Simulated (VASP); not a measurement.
Input of a VASP 6.6.1 run:

INCAR

```
PREC = Accurate
ENCUT = 520
EDIFF = 1E-7
ISMEAR = 0
SIGMA = 0.05
LREAL = F
LASPH = T
NELM = 60
ALGO = Normal
ISIF = 2
LWAVE = F
LCHARG = F
GGA = PS
IVDW = 12
NBANDS = 20
```

File KPOINTS:

```
Automatic mesh
0
Gamma
  12 12 2
```

POSCAR

```
WSe2
1.0
    3.3179375931      0.0000000000      0.0000000000
   -1.6589687966      2.9596207911      0.0000000000
    0.0000000000      0.0000000000     16.6581424200
W Se
1 2
Direct
    0.0000000000      0.0000000000      0.0000000000
    0.3333333333      0.6666666667      0.0997865200
    0.3333333333      0.6666666667      0.9002134800
```

Potentials or basis: VASP PAW PBE potentials, release 64 (W_sv, Se).

Run with:

```console
$ cat potpaw_PBE.64/W_sv/POTCAR potpaw_PBE.64/Se/POTCAR > POTCAR
$ mpirun -np 1 vasp_std > vasp.out
```

Predict the dispersion energy per atom.

-0.272 eV.

What does it give for the largest force?

0.444 eV/Å.

Forces in eV/Å, atoms in the order of the input:
```
W    0.000  0.166  0.000
Se   0.000 -0.083 -0.436
Se   0.000 -0.083  0.436
```

Caveat: the cell differs from its parent crystal (strain +0.0300 x Voigt [0, 1, 0, 0, 0, 0]); the PAW data sets were made with another functional, which shifts forces and pressure a little.
